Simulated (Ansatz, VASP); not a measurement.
## Zr: VASP beside Ansatz

```
CELL_PARAMETERS angstrom
0.00000 2.26347 2.26347
2.26347 0.00000 2.26347
2.26347 2.26347 0.00000
ATOMIC_POSITIONS crystal
Zr 0.00000 0.00000 0.00000
```

Alike in both runs: functional PBE; k mesh 16 × 16 × 16; occupations gaussian, width 0.1 eV; no spin polarisation.

Ansatz relaxed the structure, and its values are those at the end. VASP's run is a single point on that final structure, the one shown.

|  | VASP | Ansatz |
| --- | --- | --- |
| version | VASP 6.6.1 | Ansatz 0.2.0 |
| potentials or method | VASP PAW PBE potentials, release 64 (Zr_sv), cutoff 520 eV | scalar-relativistic, plane waves, PAW |
| valence electrons in the cell | 12 | 12 |

```tsv
	VASP	Ansatz	Ansatz less VASP
gap on the k mesh at the Fermi level (eV)	none	none	-
pressure (GPa)	0.0	0.0	-0.02
```

A gap of «none» marks a metal or a gap that the smearing closes. The functional is the same, so the differences come from potentials, cutoffs and numerics.
